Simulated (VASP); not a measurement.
# CuO (Tenorite) in VASP: settings compared, part 2 of 2

VASP 6.6.1. Earlier steps stand in the parts before.

### Step 5. Single point, PBEsol

This run uses another cell than the first one, of 10.67 Å³/atom, 1.023 times its volume.

The input, INCAR:

```
SYSTEM = CuO
ALGO     = Normal         ! electronic algorithm
EDIFF    = 1E-6           ! SCF threshold, eV
ENCUT    = 520            ! plane-wave cutoff, eV
GGA      = PS             ! functional
ISIF     = 2              ! what is computed and relaxed
ISMEAR   = -1             ! smearing method
LASPH    = .TRUE.         ! aspherical terms in the spheres
LCHARG   = .FALSE.        ! write CHGCAR
LREAL    = .FALSE.        ! projectors in reciprocal space
LWAVE    = .FALSE.        ! write WAVECAR
NBANDS   = 25             ! bands
NELM     = 80             ! most SCF steps
PREC     = Accurate       ! precision mode
SIGMA    = 0.05           ! smearing width, eV
```

The input, KPOINTS:

```
k-points
0
G
  10 10 5
  0 0 0
```

The input, POSCAR:

```
CuO
1.0
    2.0450154237     -2.0432842565      0.1594798401
    2.0450154237      2.0432842565      0.1594798401
   -0.3978440105      0.0000000000      5.0741725764
Cu O
2 2
Direct
    0.5000000000      0.0000000000      0.5000000000
    0.0000000000      0.5000000000      0.0000000000
    0.4998863356      0.5001136644      0.7500000000
    0.5001136644      0.4998863356      0.2500000000
```

Potentials or basis: VASP PAW PBE potentials, release 64 (Cu, O).

Run with:

```bash
cat potpaw_PBE.64/Cu/POTCAR potpaw_PBE.64/O/POTCAR > POTCAR
mpirun -np 1 vasp_std > vasp.out
```

OUTCAR:

```text
SYSTEM = CuO
   EDIFF = 1E-6
   ENCUT = 520
   GGA = PS
   ISIF = 2
   ISMEAR = -1
   LASPH = .TRUE.
   LREAL = .FALSE.
   NELM = 80
   PREC = Accurate

 ion  position               nearest neighbor table
   1  0.500  0.000  0.500-   3 1.93   4 1.93   4 1.93   3 1.93
   2  0.000  0.500  0.000-   4 1.93   3 1.93   4 1.93   3 1.93
   3  0.500  0.500  0.750-   2 1.93   1 1.93   2 1.93   1 1.93
   4  0.500  0.500  0.250-   1 1.93   2 1.93   2 1.93   1 1.93

  LATTYP: Found a base centered monoclinic cell.
 ALAT       =     4.1024489772
 B/A-ratio  =     0.9961290282
 C/A-ratio  =     1.2406602314
 COS(beta)  =    -0.0004184692
[... 872 lines left out ...]
  --------------------------------------------------------------------------------------
  -------------------------------------------------------------------------------------
  Total        0.1585767      0.1697216      0.2812052      0.0000000      0.0000000     -0.0086266
  in kB        5.9550027      6.3735240     10.5600473      0.0000000      0.0000000     -0.3239515
  external PRESSURE =       7.6295247 kB  Pullay stress =       0.0000000 kB

 VOLUME and BASIS-vectors are now :
 -----------------------------------------------------------------------------
  energy-cutoff  :      520.00
  volume of cell :       42.66
      direct lattice vectors                 reciprocal lattice vectors
     2.045015424 -2.043284256  0.159479840     0.243011057 -0.244704083  0.019053450
     2.045015424  2.043284256  0.159479840     0.243011057  0.244704083  0.019053450
    -0.397844011  0.000000000  5.074172576    -0.015275541  0.000000000  0.195878777

 POSITION                                       TOTAL-FORCE (eV/Angst)
 -----------------------------------------------------------------------------------
      0.82359     -1.02164      2.61683        -0.000000      0.000000      0.000000
      1.02251      1.02164      0.07974        -0.000000      0.000000      0.000000
      1.74663      0.00046      3.96511         0.000000      0.000085     -0.000000
      1.94555     -0.00046      1.42802        -0.000000     -0.000085     -0.000000
 -----------------------------------------------------------------------------------
    total drift:                                0.000000     -0.000000     -0.000000

  FREE ENERGIE OF THE ION-ELECTRON SYSTEM (eV)
  ---------------------------------------------------
  free  energy   TOTEN  =       -21.4843326999 eV

  energy  without entropy=      -21.4637636000  energy(sigma->0) =      -21.47404815
```

Run time: 56 s. Hardware: 1 thread of Intel Xeon 6975P-C (Granite Rapids), shared host; peak memory 0.24 GiB.

Results:

```yaml
Free_energy: -21.4843 eV
Pressure: 0.8 GPa
Band_gap_on_the_k_mesh: zero (band 17 reaches 5.91 eV, above the bottom of band 18 at 4.94 eV)
```

Caveat: the PAW data sets were made with another functional, which shifts forces and pressure a little; semilocal functionals often make such compounds metallic where correlation or magnetic order opens a gap, which also shifts bond lengths. With open d or f shells a metallic result of PBEsol can be an artefact of self-interaction; +U or a hybrid may open a gap.

### Step 6. Single point, PBEsol

This run uses another cell than the first one, of 10.67 Å³/atom, 1.023 times its volume.

The input, INCAR:

```
PREC     = Accurate       # precision mode
ENCUT    = 520            # plane-wave cutoff, eV
EDIFF    = 1E-6           # SCF threshold, eV
ISMEAR   = -1             # smearing method
SIGMA    = 0.05           # smearing width, eV
LREAL    = False          # projectors in reciprocal space
LASPH    = True           # aspherical terms in the spheres
NELM     = 60             # most SCF steps
ALGO     = Normal         # electronic algorithm
ISIF     = 2              # what is computed and relaxed
LWAVE    = False          # write WAVECAR
LCHARG   = False          # write CHGCAR
GGA      = PS             # functional
NBANDS   = 25             # bands
```

The input, KPOINTS:

```
Automatic mesh
0
Gamma
  10 10 5
```

The input, POSCAR:

```
CuO
1.0
    2.0418453053     -2.0464952828      0.1601687068
    2.0418453053      2.0464952828      0.1601687068
   -0.3952055472      0.0000000000      5.0743944485
Cu O
2 2
Direct
    0.5000000000      0.0000000000      0.5000000000
    0.0000000000      0.5000000000      0.0000000000
    0.5000654191      0.4999345809      0.7500000000
    0.4999345809      0.5000654191      0.2500000000
```

Potentials or basis: VASP PAW PBE potentials, release 64 (Cu, O).

Run with:

```bash
cat potpaw_PBE.64/Cu/POTCAR potpaw_PBE.64/O/POTCAR > POTCAR
mpirun -np 1 vasp_std > vasp.out
```

OUTCAR:

```text
PREC = Accurate
   ENCUT = 520
   EDIFF = 1E-6
   ISMEAR = -1
   LREAL = False
   LASPH = True
   NELM = 60
   ISIF = 2
   GGA = PS

 ion  position               nearest neighbor table
   1  0.500  0.000  0.500-   4 1.93   3 1.93   4 1.93   3 1.93
   2  0.000  0.500  0.000-   3 1.93   4 1.93   4 1.93   3 1.93
   3  0.500  0.500  0.750-   1 1.93   2 1.93   2 1.93   1 1.93
   4  0.500  0.500  0.250-   2 1.93   1 1.93   2 1.93   1 1.93

  LATTYP: Found a base centered monoclinic cell.
 ALAT       =     4.0962354744
 B/A-ratio  =     0.9992078315
 C/A-ratio  =     1.2425459848
 COS(beta)  =    -0.0005574027

  Lattice vectors:

 A1 = (  -2.0418453053,   2.0464952828,  -0.1601687068)
 A2 = (  -2.0418453053,  -2.0464952828,  -0.1601687068)
 A3 = (  -0.3952055472,   0.0000000000,   5.0743944485)

Analysis of symmetry for initial positions (statically):
=====================================================================
 Subroutine PRICEL returns:
 Original cell was already a primitive cell.

 Routine SETGRP: Setting up the symmetry group for a
 base centered monoclinic supercell.

 Subroutine GETGRP returns: Found  4 space group operations
 (whereof  2 operations were pure point group operations)
 out of a pool of  4 trial point group operations.

The static configuration has the point symmetry S_2 .
 The point group associated with its full space group is C_2h.

Analysis of symmetry for dynamics (positions and initial velocities):
=====================================================================
 Subroutine PRICEL returns:
 Original cell was already a primitive cell.

 Routine SETGRP: Setting up the symmetry group for a
 base centered monoclinic supercell.

 Subroutine GETGRP returns: Found  4 space group operations
 (whereof  2 operations were pure point group operations)
[... 122 lines left out ...]
   ISMEAR =    -1;   SIGMA  =   0.05  broadening in eV -4-tet -1-fermi 0-gaus
   EFERMI_NEDOS =   21; number of points for ismear=-14 and -15
   IALGO  =     38    algorithm
   IMIX   =      4    mixing-type and parameters
     AMIX     =   0.40;   BMIX     =  1.00
     AMIX_MAG =   1.60;   BMIX_MAG =  1.00
  volume/ion in A,a.u.               =      10.67        71.98
  Fermi-wavevector in a.u.,A,eV,Ry     =   1.517761  2.868153 31.342372  2.303599
  Thomas-Fermi vector in A             =   2.626973
   LORBIT       =      0    0 simple, 1 ext, 2 COOP (PROOUT), +10 PAW based schemes
   GGA     = PS    functional components
   LHFCALC =     F    Hartree Fock is set to
   AEXX    =    0.0000 exact exchange contribution
   IVDW    =     0    specifies the selected vdW correction
   LEPSILON=     F    determine dielectric tensor
   LRPA    =     F    only Hartree local field effects (RPA)
 non-spin polarized calculation
  energy-cutoff  :      520.00
  volume of cell :       42.67
 maximum number of plane-waves:      1171
 NGX is ok and might be reduce to    24
   NGX = 11   NGY = 11   NGZ = 19

 number of electron      33.9999967 magnetization

 Free energy of the ion-electron system (eV)
  ---------------------------------------------------
  ext. energy  EPLUGINS =         0.00000000
  ---------------------------------------------------
  free energy    TOTEN  =       -21.48434383 eV

  energy without entropy =      -21.46377503  energy(sigma->0) =      -21.47405943

 E-fermi :   5.1936     XC(G=0): -11.8044

 val. band max:        5.1881336879   @ k =   0.5000   0.3000   0.4000
 cond. band min:       5.2518447065   @ k =  -0.2000   0.4000   0.4000
 fundamental gap:      0.0637110186
 Fermi energy:         5.1935848935

 k-point     1 :       0.0000    0.0000    0.0000
  band No.  band energies     occupation
      1     -14.8633      2.00000
      2     -13.4273      2.00000
      3      -3.3356      2.00000
      4      -0.5067      2.00000
      5      -0.5050      2.00000
      6       1.2475      2.00000
[... 661 lines left out ...]
     24      17.2460      0.00000
     25      18.9743      0.00000

 [... further k-points ...]

------------------------ aborting loop because EDIFF is reached ----------------------------------------

  FORCE on cell =-STRESS in cart. coord.  units (eV):
  Direction    XX          YY          ZZ          XY          YZ          ZX
  --------------------------------------------------------------------------------------
  -------------------------------------------------------------------------------------
  Total        0.1628749      0.1635890      0.2786224      0.0000000      0.0000000     -0.0150863
  in kB        6.1160620      6.1428766     10.4624568      0.0000000      0.0000000     -0.5665009
  external PRESSURE =       7.5737985 kB  Pullay stress =       0.0000000 kB

 VOLUME and BASIS-vectors are now :
 -----------------------------------------------------------------------------
  energy-cutoff  :      520.00
  volume of cell :       42.67
      direct lattice vectors                 reciprocal lattice vectors
     2.041845305 -2.046495283  0.160168707     0.243389586 -0.244320133  0.018955742
     2.041845305  2.046495283  0.160168707     0.243389586  0.244320133  0.018955742
    -0.395205547  0.000000000  5.074394448    -0.015364748  0.000000000  0.195871207

 POSITION                                       TOTAL-FORCE (eV/Angst)
 -----------------------------------------------------------------------------------
      0.82332     -1.02325      2.61728         0.000000      0.000000     -0.000000
      1.02092      1.02325      0.08008         0.000000      0.000000     -0.000000
      1.74544     -0.00027      3.96596         0.000000     -0.002112      0.000000
      1.94304      0.00027      1.42877        -0.000000      0.002112      0.000000
 -----------------------------------------------------------------------------------
    total drift:                                0.000000     -0.000000     -0.000000

  FREE ENERGIE OF THE ION-ELECTRON SYSTEM (eV)
  ---------------------------------------------------
  free  energy   TOTEN  =       -21.4843438284 eV

  energy  without entropy=      -21.4637750336  energy(sigma->0) =      -21.47405943
```

OSZICAR:

```text
N       E                     dE             d eps       ncg     rms          rms(c)
DAV:   1     0.304166340211E+03    0.30417E+03   -0.16285E+04  7338   0.213E+03
DAV:   2     0.118884395596E+02   -0.29228E+03   -0.26880E+03  7200   0.399E+02
DAV:   3    -0.263164834893E+02   -0.38205E+02   -0.36195E+02  8747   0.160E+02
DAV:   4    -0.276346043345E+02   -0.13181E+01   -0.13116E+01  8787   0.318E+01
DAV:   5    -0.276607016925E+02   -0.26097E-01   -0.26079E-01  9134   0.395E+00    0.179E+01
DAV:   6    -0.253799709283E+02    0.22807E+01   -0.39617E+01 10094   0.160E+02    0.138E+01
DAV:   7    -0.214358199846E+02    0.39442E+01   -0.10753E+01  8669   0.118E+02    0.252E+00
DAV:   8    -0.215292526830E+02   -0.93433E-01   -0.15033E+00  7439   0.825E+00    0.165E+00
DAV:   9    -0.214896053414E+02    0.39647E-01   -0.56058E-02 10838   0.604E+00    0.512E-01
DAV:  10    -0.214858916782E+02    0.37137E-02   -0.12862E-02 10003   0.138E+00    0.395E-01
DAV:  11    -0.214843015809E+02    0.15901E-02   -0.70391E-03 10632   0.814E-01    0.626E-02
DAV:  12    -0.214843232502E+02   -0.21669E-04   -0.42155E-04 10152   0.247E-01    0.480E-02
DAV:  13    -0.214843455156E+02   -0.22265E-04   -0.34384E-05 10130   0.672E-02    0.105E-02
DAV:  14    -0.214843440878E+02    0.14278E-05   -0.16539E-06  7052   0.422E-02    0.668E-03
DAV:  15    -0.214843438284E+02    0.25942E-06   -0.35685E-06  7179   0.170E-02
   1 F= -.21484344E+02 E0= -.21474059E+02  d E =-.205688E-01
```

Wall time 88 s (1 thread of Intel Xeon Platinum 8488C (Sapphire Rapids), shared host); peak memory 0.25 GiB.

What came out:

```
Free energy            : -21.4843 eV
Pressure               : 0.8 GPa
Band gap on the k mesh : zero (band 17 reaches 5.92 eV, above the bottom of band 18 at 4.93 eV)
```

Forces on the atoms (eV/Å):
```
Cu   0.000  0.000  0.000
Cu   0.000  0.000  0.000
O    0.000 -0.002  0.000
O    0.000  0.002  0.000
```

Levels at points of the mesh, in eV from the Fermi level:
```
           k point  band 15  band 16  band 17  band 18  band 19  band 20
(0.00, 0.00, 0.00)    -2.37    -1.98     0.72     0.72     1.48     6.03
(0.50, 0.00, 0.00)    -1.62    -1.55     0.25     0.50     3.54     5.97
(0.50, 0.50, 0.00)    -1.63    -1.22    -1.22     1.20     1.90     7.17
```

Caveat: the PAW data sets were made with another functional, which shifts forces and pressure a little; semilocal functionals often make such compounds metallic where correlation or magnetic order opens a gap, which also shifts bond lengths. With open d or f shells a metallic result of PBEsol can be an artefact of self-interaction; +U or a hybrid may open a gap.

### Step 7. Summary

```csv
level,cell,gap on the mesh (eV),pressure (GPa)
PBEsol+D3(BJ),"a = 2.864, b = 2.864, c = 5.085 Å, angles 90.0, 90.0, 89.6°, 4 atoms",none,0.8
PBEsol+D3(BJ),"a = 2.870, b = 2.870, c = 5.086 Å, angles 90.0, 90.0, 89.8°, 4 atoms",none,0.1
PBEsol+D4,"a = 2.875, b = 2.875, c = 5.084 Å, angles 90.0, 90.0, 89.8°, 4 atoms",none,0.8
PBEsol,"a = 2.895, b = 2.895, c = 5.090 Å, angles 90.0, 90.0, 89.8°, 4 atoms",none,0.8
PBEsol,"a = 2.895, b = 2.895, c = 5.090 Å, 4 atoms",none,0.8
```

Alike in all rows: task single point; potentials or basis VASP PAW PBE potentials, release 64 (Cu, O); no spin polarisation; k mesh 10 × 10 × 5; cutoff (eV) 520; smearing fermi-dirac 0.05 eV.

Caveats: the PAW data sets were made with another functional, which shifts forces and pressure a little; semilocal functionals often make such compounds metallic where correlation or magnetic order opens a gap, which also shifts bond lengths; pairwise dispersion overbinds metals, which lowers pressure and volume (some runs); three body term missing (some runs).

Absolute energies hang on the potentials; compare differences alone.
